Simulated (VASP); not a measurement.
Crystal: Sb.

```
CELL_PARAMETERS angstrom
-1.96000 1.96000 1.96000
1.96000 -1.96000 1.96000
1.96000 1.96000 -1.96000
ATOMIC_POSITIONS crystal
Sb 0.00000 0.00000 0.00000
```

This isn't the form of Sb at room conditions, which is rhombohedral.

- Program: VASP 6.6.1
- Task: relaxation of cell and atoms
- Functional: PBEsol
- Potentials or basis: VASP PAW PBE potentials, release 64 (Sb)
- Cutoff: 500 eV
- k mesh: 16 × 16 × 16
- Occupations: methfessel-paxton, width 0.1 eV
- Spin: no spin polarisation

At the start: pressure -7.3 GPa; volume 30.12 Å³/atom.

Q: How do energy, volume and symmetry change on relaxing?

A: Over 3 steps the energy falls by 107.8 meV/atom and the volume is 25.96 Å³/atom (-13.8 %); space group Im-3m (No. 229, to 0.1 Å) before and after.

The path:
```csv
step,energy change (eV),largest force (eV/Å),pressure (GPa),volume (Å³)
1,0.0000,0.0000,-7.31,30.12
2,-0.0897,0.0000,4.36,24.52
3,-0.1078,0.0000,-0.09,25.96
```

Final structure:
```
CELL_PARAMETERS angstrom
-1.86518 1.86518 1.86518
1.86518 -1.86518 1.86518
1.86518 1.86518 -1.86518
ATOMIC_POSITIONS crystal
Sb 0.00000 0.00000 0.00000
```

Caveat: the PAW data sets were made with another functional, which shifts forces and pressure a little.
